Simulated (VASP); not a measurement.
# Re (P6_3/mmc) in VASP: notebook

Re is run at these levels: LDA; tasks: single point.

Everything below comes from runs of VASP 6.6.1. Logs are shortened: lines on timing, memory, paths and dates and some standing lists are left out, and cuts for length are marked.

## (1) The cell of the first run

Symmetry: P6_3/mmc, No. 194, hexagonal system. Conventional cell: a = 2.739 Å, b = 2.739 Å, c = 4.412 Å, α = 90.00°, β = 90.00°, γ = 120.00°. Re (site symmetry -6m2) has 12 Re at 2.71 to 2.74 Å within 3.6 Å.

## (2) Single point, LDA

File INCAR:

```
ALGO = Normal
EDIFF = 1E-6
ENCUT = 600
GGA = CA
GGA_COMPAT = F
ISIF = 2
ISMEAR = -1
LASPH = T
LCHARG = F
LREAL = F
LWAVE = F
NBANDS = 14
NELM = 120
PREC = Accurate
SIGMA = 0.1
```

File KPOINTS:

```
k-points
0
Gamma
  13 13 7
```

File POSCAR:

```
Re
1.0
    2.7391880258      0.0000000000      0.0000000000
   -1.3695940129      2.3722064161      0.0000000000
    0.0000000000      0.0000000000      4.4118668232
Re
2
Direct
    0.3333333333      0.6666666667      0.2500000000
    0.6666666667      0.3333333333      0.7500000000
```

Potentials or basis: VASP PAW LDA potentials, release 64 (Re).

Started as:

```bash
cat potpaw_LDA.64/Re/POTCAR > POTCAR
mpirun -np 1 vasp_std > vasp.out
```

OUTCAR:

```text
EDIFF = 1E-6
   ENCUT = 600
   GGA = CA
   ISIF = 2
   ISMEAR = -1
   LASPH = T
   LREAL = F
   NELM = 120
   PREC = Accurate

 ion  position               nearest neighbor table
   1  0.333  0.667  0.250-   2 2.71   2 2.71   2 2.71   2 2.71   2 2.71   2 2.71
   2  0.667  0.333  0.750-   1 2.71   1 2.71   1 2.71   1 2.71   1 2.71   1 2.71

  LATTYP: Found a hexagonal cell.
 ALAT       =     2.7391880258
 C/A-ratio  =     1.6106476743

  Lattice vectors:

 A1 = (   2.7391880258,   0.0000000000,   0.0000000000)
 A2 = (  -1.3695940129,   2.3722064161,   0.0000000000)
 A3 = (   0.0000000000,   0.0000000000,   4.4118668232)

Analysis of symmetry for initial positions (statically):
=====================================================================
 Subroutine PRICEL returns:
 Original cell was already a primitive cell.

 Routine SETGRP: Setting up the symmetry group for a
 hexagonal supercell.

 Subroutine GETGRP returns: Found 24 space group operations
 (whereof 12 operations were pure point group operations)
 out of a pool of 24 trial point group operations.

The static configuration has the point symmetry D_3d.
 The point group associated with its full space group is D_6h.

Analysis of symmetry for dynamics (positions and initial velocities):
=====================================================================
 Subroutine PRICEL returns:
 Original cell was already a primitive cell.

 Routine SETGRP: Setting up the symmetry group for a
 hexagonal supercell.

 Subroutine GETGRP returns: Found 24 space group operations
 (whereof 12 operations were pure point group operations)
 out of a pool of 24 trial point group operations.

The dynamic configuration has the point symmetry D_3d.
 The point group associated with its full space group is D_6h.

 Subroutine INISYM returns: Found 24 space group operations
 (whereof 12 operations are pure point group operations),
 and found     1 'primitive' translations

----------------------------------------------------------------------------------------

                                     Primitive cell

  volume of cell :      28.6680

  direct lattice vectors                    reciprocal lattice vectors
     2.739188026  0.000000000  0.000000000     0.365071689  0.210774238  0.000000000
    -1.369594013  2.372206416  0.000000000     0.000000000  0.421548476  0.000000000
     0.000000000  0.000000000  4.411866823     0.000000000  0.000000000  0.226661420

  length of vectors
     2.739188026  2.739188026  4.411866823     0.421548476  0.421548476  0.226661420

  position of ions in fractional coordinates (direct lattice)
     0.333333333  0.666666667  0.250000000
     0.666666667  0.333333333  0.750000000

  ion indices of the primitive-cell ions
   primitive index   ion index
                 1           1
                 2           2

----------------------------------------------------------------------------------------

 KPOINTS: k-points

Automatic generation of k-mesh.
 Grid dimensions read from file:
 generate k-points for:   13   13    7

 Generating k-lattice:

  Cartesian coordinates                     Fractional coordinates (reciprocal lattice)
     0.028082438  0.016213403  0.000000000     0.076923077  0.000000000  0.000000000
     0.000000000  0.032426806  0.000000000     0.000000000  0.076923077  0.000000000
     0.000000000  0.000000000  0.032380203     0.000000000  0.000000000  0.142857143

  Length of vectors
     0.032426806  0.032426806  0.032380203

  Shift w.r.t. Gamma in fractional coordinates (k-lattice)
     0.000000000  0.000000000  0.000000000

 Subroutine IBZKPT returns following result:
 ===========================================

 Found     84 irreducible k-points:

 Following reciprocal coordinates:
            Coordinates               Weight
  0.000000  0.000000  0.000000      1.000000
  0.076923 -0.000000  0.000000      6.000000
  0.153846  0.000000  0.000000      6.000000
  0.230769 -0.000000  0.000000      6.000000
  0.307692  0.000000  0.000000      6.000000
  0.384615 -0.000000  0.000000      6.000000
[... 16 lines left out ...]
  0.076923 -0.000000  0.142857     12.000000
  0.153846  0.000000  0.142857     12.000000
 [... further k-points ...]
   k-points           NKPTS =     84   k-points in BZ     NKDIM =     84   number of bands    NBANDS=     14
   number of dos      NEDOS =    301   number of ions     NIONS =      2
   total plane-waves  NPLWV =  20736
   dimension x,y,z NGX =    24 NGY =   24 NGZ =   36
   dimension x,y,z NGXF=    48 NGYF=   48 NGZF=   72
   ions per type =               2
   NGX,Y,Z   is equivalent  to a cutoff of  14.57, 14.57, 13.57 a.u.
   NGXF,Y,Z  is equivalent  to a cutoff of  29.13, 29.13, 27.13 a.u.
 SYSTEM =  unknown system
   PREC   = accura    normal or accurate (medium, high low for compatibility)
   ISTART =      0    job   : 0-new  1-cont  2-samecut
   ICHARG =      2    charge: 1-file 2-atom 10-const
   ISPIN  =      1    spin polarized calculation?
   LNONCOLLINEAR =      F non collinear calculations
   LSORBIT =      F    spin-orbit coupling
   LASPH  =      T    aspherical Exc in radial PAW
   ENCUT  =  600.0 eV  44.10 Ry    6.64 a.u.   5.47  5.47  8.81*2*pi/ulx,y,z
   NELM   =    120;   NELMIN=  2; NELMDL= -5     # of ELM steps
   EDIFF  = 0.1E-05   stopping-criterion for ELM
   LREAL  =      F    real-space projection
   EDIFFG = 0.1E-04   stopping-criterion for IOM
   NSW    =      0    number of steps for IOM
   IBRION =     -1    ionic relax: 0-MD 1-quasi-New 2-CG
   NFREE  =      0    steps in history (QN), initial steepest desc. (CG)
   ISIF   =      2    stress and relaxation
   ISYM   =      2    0-nonsym 1-usesym 2-fastsym
   POTIM  = 0.5000    time-step for ionic-motion
   TEBEG  =    0.0;   TEEND  =   0.0 temperature during run
   PSTRESS=    0.0 pullay stress
   NELECT =      14.0000    total number of electrons
   NUPDOWN=      -1.0000    fix difference up-down
   EMIN   =  10.00;   EMAX   =-10.00  energy-range for DOS
   EFERMI =   0.00;   METHOD = LEGACY
   ISMEAR =    -1;   SIGMA  =   0.10  broadening in eV -4-tet -1-fermi 0-gaus
   EFERMI_NEDOS =   21; number of points for ismear=-14 and -15
   IALGO  =     38    algorithm
   IMIX   =      4    mixing-type and parameters
     AMIX     =   0.40;   BMIX     =  1.00
     AMIX_MAG =   1.60;   BMIX_MAG =  1.00
  volume/ion in A,a.u.               =      14.33        96.73
  Fermi-wavevector in a.u.,A,eV,Ry     =   1.289195  2.436225 22.613205  1.662024
  Thomas-Fermi vector in A             =   2.421103
   LORBIT       =      0    0 simple, 1 ext, 2 COOP (PROOUT), +10 PAW based schemes
   GGA     = CA    functional components
   LHFCALC =     F    Hartree Fock is set to
   AEXX    =    0.0000 exact exchange contribution
   IVDW    =     0    specifies the selected vdW correction
   LEPSILON=     F    determine dielectric tensor
   LRPA    =     F    only Hartree local field effects (RPA)
 non-spin polarized calculation
  energy-cutoff  :      600.00
  volume of cell :       28.67
 maximum number of plane-waves:       984
 NGX is ok and might be reduce to    24
   NGX = 11   NGY = 11   NGZ = 17

 number of electron      14.0000000 magnetization

 Free energy of the ion-electron system (eV)
  ---------------------------------------------------
  ext. energy  EPLUGINS =         0.00000000
  ---------------------------------------------------
  free energy    TOTEN  =       -27.55662754 eV

  energy without entropy =      -27.50677872  energy(sigma->0) =      -27.53170313

 E-fermi :   8.1878     XC(G=0): -13.9824

 val. band max:        8.1834281122   @ k =   0.3846   0.0769   0.4286
 cond. band min:       8.2071994418   @ k =   0.3846   0.1538   0.2857
 fundamental gap:      0.0237713296
 Fermi energy:         8.1877526409

 k-point     1 :       0.0000    0.0000    0.0000
  band No.  band energies     occupation
      1      -1.7921      2.00000
      2       1.3815      2.00000
      3       6.5035      2.00000
      4       6.5035      2.00000
      5       6.5452      2.00000
      6       7.3839      1.99935
      7       7.3839      1.99935
      8       8.3226      0.41238
      9       8.3226      0.41238
     10       9.0147      0.00051
     11      11.6532      0.00000
     12      11.6532      0.00000
     13      18.5959      0.00000
     14      22.4115      0.00000

 k-point     2 :       0.0769   -0.0000    0.0000
  band No.  band energies     occupation
      1      -1.5427      2.00000
      2       1.6146      2.00000
      3       5.9695      2.00000
      4       6.7334      2.00000
      5       6.9928      1.99999
      6       7.2189      1.99988
      7       7.6014      1.99433
      8       7.8151      1.95297
      9       8.1300      1.28098
     10       8.4469      0.13940
     11      11.7865      0.00000
     12      12.7430      0.00000
     13      18.5901      0.00000
     14      22.9689      0.00000

 k-point     3 :       0.1538    0.0000    0.0000
  band No.  band energies     occupation
      1      -0.8384      2.00000
      2       2.2151      2.00000
      3       5.3509      2.00000
      4       6.3969      2.00000
      5       6.7380      2.00000
      6       7.4076      1.99918
      7       7.6454      1.99121
      8       7.6721      1.98854
      9       8.0520      1.59069
     10       8.2355      0.76562
     11      12.0761      0.00000
     12      14.6413      0.00000
     13      18.4693      0.00000
     14      24.3559      0.00000
[... 324 lines left out ...]
 k-point    23 :       0.0769   -0.0000    0.1429
  band No.  band energies     occupation
      1      -1.2968      2.00000
      2       1.6428      2.00000
      3       5.9636      2.00000
      4       6.5858      2.00000
      5       6.6298      2.00000
      6       6.8310      2.00000
      7       7.4274      1.99900
      8       7.9046      1.88873
      9       8.5330      0.06137
     10       8.5958      0.03325
     11      11.7862      0.00000
     12      12.4463      0.00000
     13      19.6200      0.00000
     14      22.4952      0.00000

 k-point    24 :       0.1538    0.0000    0.1429
  band No.  band energies     occupation
      1      -0.6124      2.00000
      2       2.2655      2.00000
      3       5.4021      2.00000
      4       5.8323      2.00000
      5       6.5802      2.00000
      6       7.0757      1.99997
      7       7.4776      1.99835
      8       7.9405      1.84439
      9       8.3860      0.24205
     10       8.5758      0.04046
     11      12.0154      0.00000
     12      13.9141      0.00000
     13      19.5683      0.00000
     14      23.9048      0.00000

 [... further k-points ...]

------------------------ aborting loop because EDIFF is reached ----------------------------------------

  FORCE on cell =-STRESS in cart. coord.  units (eV):
  Direction    XX          YY          ZZ          XY          YZ          ZX
  --------------------------------------------------------------------------------------
  -------------------------------------------------------------------------------------
  Total        0.3087879      0.3087879      0.2792223      0.0000000      0.0000000     -0.0000000
  in kB       17.2573494     17.2573494     15.6050095      0.0000000      0.0000000     -0.0000000
  external PRESSURE =      16.7065694 kB  Pullay stress =       0.0000000 kB

 VOLUME and BASIS-vectors are now :
 -----------------------------------------------------------------------------
  energy-cutoff  :      600.00
  volume of cell :       28.67
      direct lattice vectors                 reciprocal lattice vectors
     2.739188026  0.000000000  0.000000000     0.365071689  0.210774238  0.000000000
    -1.369594013  2.372206416  0.000000000     0.000000000  0.421548476  0.000000000
     0.000000000  0.000000000  4.411866823     0.000000000  0.000000000  0.226661420

 POSITION                                       TOTAL-FORCE (eV/Angst)
 -----------------------------------------------------------------------------------
     -0.00000      1.58147      1.10297         0.000000     -0.000000      0.000000
      1.36959      0.79074      3.30890        -0.000000      0.000000      0.000000
 -----------------------------------------------------------------------------------
    total drift:                               -0.000000      0.000000     -0.000000

  FREE ENERGIE OF THE ION-ELECTRON SYSTEM (eV)
  ---------------------------------------------------
  free  energy   TOTEN  =       -27.5566275400 eV

  energy  without entropy=      -27.5067787212  energy(sigma->0) =      -27.53170313
```

Run time: 24 s. Hardware: 1 thread of Intel Xeon 6975P-C, shared host; peak memory 0.16 GiB.

Results:

- Free energy: -27.5566 eV
- Pressure: 1.7 GPa
- Band gap on the k mesh: zero (band 7 reaches 9.55 eV, above the bottom of band 8 at 6.50 eV)

Caveat: spin-orbit coupling is left out, which moves the levels of the heavy elements.

[end of part 1 of 2]
